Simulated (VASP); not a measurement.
A run of VASP 6.6.1:

Contents of INCAR:

```
SYSTEM = Rh
PREC     = Accurate       ! precision mode
ENCUT    = 520            ! plane-wave cutoff, eV
EDIFF    = 1E-6           ! SCF threshold, eV
ISMEAR   = 0              ! smearing method
SIGMA    = 0.1            ! smearing width, eV
LREAL    = .False.        ! projectors in reciprocal space
LASPH    = .True.         ! aspherical terms in the spheres
NELM     = 100            ! most SCF steps
ALGO     = Normal         ! electronic algorithm
ISIF     = 2              ! what is computed and relaxed
LWAVE    = .False.        ! write WAVECAR
LCHARG   = .False.        ! write CHGCAR
GGA      = PS             ! functional
NBANDS   = 14             ! bands
```

Contents of KPOINTS:

```
regular mesh
0
Gamma
  18 18 18
  0 0 0
```

The input POSCAR:

```
Rh
1.0
    0.0000000000      1.8899965797      1.8899965797
    1.8899965797      0.0000000000      1.8899965797
    1.8899965797      1.8899965797      0.0000000000
Rh
1
Direct
    0.0000000000      0.0000000000      0.0000000000
```

Potentials or basis: VASP PAW PBE potentials, release 64 (Rh_pv).

Command:

```sh
$ cat potpaw_PBE.64/Rh_pv/POTCAR > POTCAR
$ mpirun -np 1 vasp_std > vasp.out
```

Hardware: 1 thread of AMD EPYC 7R43 64-Core Processor (Zen 3) (shared host).

Q: How long does it take, and how much memory?

A: It took 23 s on 1 thread of AMD EPYC 7R43 64-Core Processor (Zen 3) (shared host), peak memory 0.11 GiB. Counts: scf iterations 11, k points 195.
